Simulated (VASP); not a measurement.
# NaCl (Pm-3m) in VASP: further runs

NaCl is run at these levels: B3LYP, HSE06, LDA, BLYP; tasks: single point.

All numbers are computed with VASP 6.6.1; they aren't measurements. Logs are shortened: lines on timing, memory, paths and dates and some standing lists are left out, and cuts for length are marked.

## (1) The cell of the first run

Symmetry: Pm-3m, No. 221, cubic system. The conventional cell has a = 3.502 Å, b = 3.502 Å, c = 3.502 Å, α = 90.00°, β = 90.00°, γ = 90.00°. Within 4.0 Å of Cl (site symmetry m-3m) lie 8 Na at 3.03 Å and 6 Cl at 3.50 Å. Within 4.0 Å of Na (site symmetry m-3m) lie 8 Cl at 3.03 Å and 6 Na at 3.50 Å.

## (2) Single point, B3LYP

POSCAR reads:

```
NaCl
1.0
    3.5021900000      0.0000000000      0.0000000000
    0.0000000000      3.5021900000      0.0000000000
    0.0000000000      0.0000000000      3.5021900000
Cl Na
1 1
Direct
    0.5000000000      0.5000000000      0.5000000000
    0.0000000000      0.0000000000      0.0000000000
```

INCAR.step1 reads:

```
SYSTEM = NaCl
ALGO = Normal ; EDIFF = 1E-5
ENCUT = 520 ; GGA = PE
ISIF = 2 ; ISMEAR = -1
LASPH = .True. ; LCHARG = .False.
LREAL = .False. ; LWAVE = .True.
NBANDS = 14 ; NELM = 60
PREC = Accurate ; SIGMA = 0.05
```

INCAR.step2 reads:

```
SYSTEM = NaCl
AEXX = 0.2 ; AGGAC = 0.81
AGGAX = 0.72 ; ALDAC = 0.19
ALGO = Normal ; EDIFF = 1E-7
ENCUT = 520 ; GGA = B3
ISIF = 2 ; ISMEAR = -1
ISTART = 1 ; LASPH = .True.
LCHARG = .False. ; LHFCALC = .True.
LREAL = .False. ; LWAVE = .False.
NBANDS = 14 ; NELM = 60
PREC = Accurate ; PRECFOCK = Normal
SIGMA = 0.05
```

KPOINTS reads:

```
k-points
0
Gamma
  4 4 4
  0 0 0
```

Potentials or basis: VASP PAW PBE potentials, release 64 (Cl, Na_pv).

The run is started by

```
> cat potpaw_PBE.64/Cl/POTCAR potpaw_PBE.64/Na_pv/POTCAR > POTCAR
> cp INCAR.step1 INCAR
> mpirun -np 1 vasp_std > vasp.out
> cp INCAR.step2 INCAR
> mpirun -np 1 vasp_std > vasp.out
```

OUTCAR:

```text
SYSTEM = NaCl
   AEXX = 0.2
   EDIFF = 1E-7
   ENCUT = 520
   GGA = B3
   ISIF = 2
   ISMEAR = -1
   ISTART = 1
   LASPH = .True.
   LHFCALC = .True.
   LREAL = .False.
   NELM = 60
   PREC = Accurate
   PRECFOCK = Normal

 ion  position               nearest neighbor table
   1  0.500  0.500  0.500-
   2  0.000  0.000  0.000-

  LATTYP: Found a simple cubic cell.
 ALAT       =     3.5021900000

  Lattice vectors:

 A1 = (   3.5021900000,   0.0000000000,   0.0000000000)
 A2 = (   0.0000000000,   3.5021900000,   0.0000000000)
 A3 = (   0.0000000000,   0.0000000000,   3.5021900000)

Analysis of symmetry for initial positions (statically):
=====================================================================
 Subroutine PRICEL returns:
 Original cell was already a primitive cell.

 Routine SETGRP: Setting up the symmetry group for a
 simple cubic supercell.

 Subroutine GETGRP returns: Found 48 space group operations
 (whereof 48 operations were pure point group operations)
 out of a pool of 48 trial point group operations.

The static configuration has the point symmetry O_h .

Analysis of symmetry for dynamics (positions and initial velocities):
=====================================================================
 Subroutine PRICEL returns:
 Original cell was already a primitive cell.

 Routine SETGRP: Setting up the symmetry group for a
 simple cubic supercell.

 Subroutine GETGRP returns: Found 48 space group operations
 (whereof 48 operations were pure point group operations)
 out of a pool of 48 trial point group operations.

The dynamic configuration has the point symmetry O_h .

 Subroutine INISYM returns: Found 48 space group operations
 (whereof 48 operations are pure point group operations),
 and found     1 'primitive' translations

----------------------------------------------------------------------------------------

                                     Primitive cell

  volume of cell :      42.9555

  direct lattice vectors                    reciprocal lattice vectors
     3.502190000  0.000000000  0.000000000     0.285535622  0.000000000  0.000000000
     0.000000000  3.502190000  0.000000000     0.000000000  0.285535622  0.000000000
     0.000000000  0.000000000  3.502190000     0.000000000  0.000000000  0.285535622

  length of vectors
     3.502190000  3.502190000  3.502190000     0.285535622  0.285535622  0.285535622

  position of ions in fractional coordinates (direct lattice)
[... 81 lines left out ...]
   IALGO  =     38    algorithm
   IMIX   =      1    mixing-type and parameters
     AMIX     =   0.40;   BMIX     =  1.00
     AMIX_MAG =   1.60;   BMIX_MAG =  1.00
  volume/ion in A,a.u.               =      21.48       144.94
  Fermi-wavevector in a.u.,A,eV,Ry     =   1.126621  2.129005 17.269530  1.269275
  Thomas-Fermi vector in A             =   2.263304
   LORBIT       =      0    0 simple, 1 ext, 2 COOP (PROOUT), +10 PAW based schemes
   GGA     = B3    functional components
   LHFCALC =     T    Hartree Fock is set to
   PRECFOCK=normal    Normal, Fast or Accurate (Low or Medium for compatibility)
   ENCUT4O =  -1.0   cutoff for four orbital integrals eV
   NKREDX  =     1    reduce k-point grid by
   NKREDY  =     1    reduce k-point grid by
   NKREDZ  =     1    reduce k-point grid by
   AEXX    =    0.2000 exact exchange contribution
   HFSCREEN=    0.0000 screening length (either q_TF or 0.3 A-1)
   HFSCREENC=   0.0000 screening length for correlation (either q_TF or 0.3 A-1)
   ENCUTFOCK=  -1.0 apply spherical cutoff to Coloumb kernel
   IVDW    =     0    specifies the selected vdW correction
   LEPSILON=     F    determine dielectric tensor
   LRPA    =     F    only Hartree local field effects (RPA)
 non-spin polarized calculation
  energy-cutoff  :      520.00
  volume of cell :       42.96
 maximum number of plane-waves:      1189
 NGX is ok and might be reduce to    28
  NGX = 20; NGY = 20; NGZ = 20

 number of electron      13.9999982 magnetization

 Free energy of the ion-electron system (eV)
  ---------------------------------------------------
  ext. energy  EPLUGINS =         0.00000000
  ---------------------------------------------------
  free energy    TOTEN  =        -7.44928870 eV

  energy without entropy =       -7.44928870  energy(sigma->0) =       -7.44928870

 E-fermi :   0.5493     XC(G=0):  -6.8616

 val. band max:       -0.5299152481   @ k =   0.5000   0.5000   0.0000
 cond. band min:       5.1259470545   @ k =   0.0000   0.0000   0.0000
 fundamental gap:      5.6558623026
 Fermi energy:         0.5492573060

 k-point     1 :       0.0000    0.0000    0.0000
  band No.  band energies     occupation
      1     -24.6360      2.00000
      2     -24.6360      2.00000
      3     -24.6360      2.00000
      4     -14.8994      2.00000
      5      -1.0544      2.00000
      6      -1.0544      2.00000
      7      -1.0544      2.00000
      8       5.1259      0.00000
      9       9.8446      0.00000
     10       9.8446      0.00000
     11      17.0526      0.00000
     12      17.0526      0.00000
     13      17.0526      0.00000
     14      17.3986      0.00000
[... 139 lines left out ...]
      1     -24.6596      2.00000
      2     -24.6596      2.00000
      3     -24.6596      2.00000
      4     -13.9454      2.00000
      5      -2.4932      2.00000
      6      -2.4932      2.00000
      7      -2.4932      2.00000
      8       8.3223      0.00000
      9       8.3223      0.00000
     10       8.3223      0.00000
     11      12.8352      0.00000
     12      17.3875      0.00000
     13      17.3875      0.00000
     14      17.3875      0.00000

------------------------ aborting loop because EDIFF is reached ----------------------------------------

  FORCE on cell =-STRESS in cart. coord.  units (eV):
  Direction    XX          YY          ZZ          XY          YZ          ZX
  --------------------------------------------------------------------------------------
  -------------------------------------------------------------------------------------
  Total        0.0765562      0.0765562      0.0765562     -0.0000000     -0.0000000      0.0000000
  in kB        2.8554329      2.8554329      2.8554329     -0.0000000     -0.0000000      0.0000000
  external PRESSURE =       2.8554329 kB  Pullay stress =       0.0000000 kB

 VOLUME and BASIS-vectors are now :
 -----------------------------------------------------------------------------
  energy-cutoff  :      520.00
  volume of cell :       42.96
      direct lattice vectors                 reciprocal lattice vectors
     3.502190000  0.000000000  0.000000000     0.285535622  0.000000000  0.000000000
     0.000000000  3.502190000  0.000000000     0.000000000  0.285535622  0.000000000
     0.000000000  0.000000000  3.502190000     0.000000000  0.000000000  0.285535622

 POSITION                                       TOTAL-FORCE (eV/Angst)
 -----------------------------------------------------------------------------------
      1.75110      1.75110      1.75110         0.000000      0.000000      0.000000
      0.00000      0.00000      0.00000         0.000000      0.000000      0.000000
 -----------------------------------------------------------------------------------
    total drift:                                0.000000     -0.000000      0.000000

  FREE ENERGIE OF THE ION-ELECTRON SYSTEM (eV)
  ---------------------------------------------------
  free  energy   TOTEN  =        -7.4492887040 eV

  energy  without entropy=       -7.4492887039  energy(sigma->0) =       -7.44928870
```

Run time: 3.3 min. Hardware: 1 thread of AMD EPYC 7R13 (Zen 3), shared host; peak memory 0.12 GiB.

Results:

```
Free energy            : -7.4493 eV
Pressure               : 0.3 GPa
Band gap on the k mesh : 5.66 eV, indirect (least direct gap 6.18 eV)
```

Levels at points of the mesh, in eV from the valence-band top:
```tsv
k point	band 4	band 5	band 6	band 7	band 8	band 9	band 10	band 11
(0.00, 0.00, 0.00)	-14.37	-0.52	-0.52	-0.52	5.66	10.37	10.37	17.58
(0.50, 0.00, 0.00)	-13.99	-3.10	-0.27	-0.27	8.68	10.40	12.34	13.66
(0.50, 0.50, 0.00)	-13.71	-2.40	-2.40	0.00	7.21	11.69	12.96	12.96
(0.50, 0.50, 0.50)	-13.42	-1.96	-1.96	-1.96	8.85	8.85	8.85	13.37
```

Caveat: the k points lie up to 0.45 Å⁻¹ apart; the PAW data sets were made with another functional, which shifts forces and pressure a little. A k mesh can miss the band edges.

## (3) Single point, HSE06

POSCAR is that of step 2.

INCAR.step1 reads:

```
SYSTEM = NaCl
PREC     = Accurate       ! precision mode
ENCUT    = 520            ! plane-wave cutoff, eV
EDIFF    = 1E-5           ! SCF threshold, eV
ISMEAR   = -1             ! smearing method
SIGMA    = 0.05           ! smearing width, eV
LREAL    = .False.        ! projectors in reciprocal space
LASPH    = .True.         ! aspherical terms in the spheres
NELM     = 100            ! most SCF steps
ALGO     = Normal         ! electronic algorithm
ISIF     = 2              ! what is computed and relaxed
LWAVE    = .True.         ! write WAVECAR
LCHARG   = .False.        ! write CHGCAR
GGA      = PE             ! functional
NBANDS   = 14             ! bands
```

INCAR.step2 reads:

```
SYSTEM = NaCl
PREC     = Accurate       ! precision mode
ENCUT    = 520            ! plane-wave cutoff, eV
EDIFF    = 1E-6           ! SCF threshold, eV
ISMEAR   = -1             ! smearing method
SIGMA    = 0.05           ! smearing width, eV
LREAL    = .False.        ! projectors in reciprocal space
LASPH    = .True.         ! aspherical terms in the spheres
NELM     = 100            ! most SCF steps
ALGO     = Normal         ! electronic algorithm
ISIF     = 2              ! what is computed and relaxed
LWAVE    = .False.        ! write WAVECAR
LCHARG   = .False.        ! write CHGCAR
GGA      = PE             ! functional
LHFCALC  = .True.         ! exact exchange
HFSCREEN = 0.2079         ! screening, 1/A
PRECFOCK = Normal       
ISTART   = 1            
NBANDS   = 14             ! bands
```

KPOINTS reads:

```
Automatic mesh
0
Gamma
  4 4 4
  0 0 0
```

Potentials or basis: VASP PAW PBE potentials, release 64 (Cl, Na_pv).

The run is started by

```
> cat potpaw_PBE.64/Cl/POTCAR potpaw_PBE.64/Na_pv/POTCAR > POTCAR
> cp INCAR.step1 INCAR
> mpirun -np 1 vasp_std > vasp.out
> cp INCAR.step2 INCAR
> mpirun -np 1 vasp_std > vasp.out
```

Run time: 1.8 min. Hardware: 1 thread of AMD EPYC 7R13 (Zen 3), shared host; peak memory 0.22 GiB.

The run converged. Its results:

```yaml
Free_energy: -7.5496 eV
Pressure: -0.4 GPa
Band_gap_on_the_k_mesh: 5.29 eV, indirect (least direct gap 5.82 eV)
```

Levels at points of the mesh, in eV from the valence-band top:
```
           k point  band 4  band 5  band 6  band 7  band 8  band 9  band 10  band 11
(0.00, 0.00, 0.00)  -14.63   -0.53   -0.53   -0.53    5.29    9.92     9.92    17.40
(0.50, 0.00, 0.00)  -14.24   -3.13   -0.28   -0.28    8.28   10.09    11.96    13.38
(0.50, 0.50, 0.00)  -13.95   -2.44   -2.44    0.00    6.84   11.34    12.57    12.57
(0.50, 0.50, 0.50)  -13.66   -1.99   -1.99   -1.99    8.43    8.43     8.43    13.26
```

Caveat: the k points lie up to 0.45 Å⁻¹ apart; the PAW data sets were made with another functional, which shifts forces and pressure a little.

(Continued in part 2 of 2.)
